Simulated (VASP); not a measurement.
# Sm: single point with PBE+U

The system is Sm.

```
Sm
1.0
    -2.05939    2.05939    2.05939
     2.05939   -2.05939    2.05939
     2.05939    2.05939   -2.05939
Sm
1
Cartesian
  0.0000 0.0000 0.0000
```

This isn't the form of Sm at room conditions, which is rhombohedral.

```
Program                : VASP 6.6.1
Task                   : single point
Functional             : PBE
Potentials or basis    : VASP PAW PBE potentials, release 64 (Sm)
Cutoff                 : 600 eV
k mesh                 : 8 × 8 × 8
Occupations            : gaussian, width 0.05 eV
Spin                   : collinear spin, ferromagnetic start
Starting moments       : [6.59] μB
Hubbard terms          : Sm f U = 6.0 eV
Dipole correction      : no
Further INCAR settings : ALGO = Normal; EDIFF = 1e-06; NBANDS = 18
```

The pressure is 3.2 GPa. The net moment is 6.19 μB per cell. The site moments are Sm +5.61 μB and the valence electrons inside the program's atomic spheres are Sm 13.66.

Levels at points of the mesh, in eV from the Fermi level:
Spin up:
```
           k point  band 9  band 10  band 11  band 12  band 13  band 14
(0.00, 0.00, 0.00)   -2.82    -0.20    -0.20    -0.20     1.95     1.95
(0.50, 0.00, 0.00)   -1.91    -0.09     0.00     0.06     0.25     1.84
(0.50, 0.50, 0.50)   -1.58    -1.58     0.15     0.15     0.15     6.33
```
Spin down:
| k point | band 3 | band 4 | band 5 | band 6 | band 7 | band 8 |
| --- | --- | --- | --- | --- | --- | --- |
| (0.00, 0.00, 0.00) | -17.12 | -17.12 | -3.49 | 2.92 | 2.92 | 2.92 |
| (0.50, 0.00, 0.00) | -17.44 | -17.13 | -1.08 | 1.13 | 2.64 | 5.17 |
| (0.50, 0.50, 0.50) | -17.82 | -17.82 | -0.77 | -0.77 | 6.01 | 6.01 |

Eigenvalues of the final occupation matrices:
```csv
site,spin,trace,eigenvalues
site 1 f,1,5.54,0.54 0.54 0.54 0.98 0.98 0.98 0.98
site 1 f,2,0.00,0.00 0.00 0.00 0.00 0.00 0.00 0.00
```

Run time: 3.1 min on 1 thread of Intel Xeon 8259CL (shared host), peak memory 0.21 GiB.

Caveat: the magnetic or orbital state may not be the lowest; the cell stands under pressure; spin-orbit coupling is left out, which moves the levels of the heavy elements. The state reached can hang on the start; a lower one may exist.
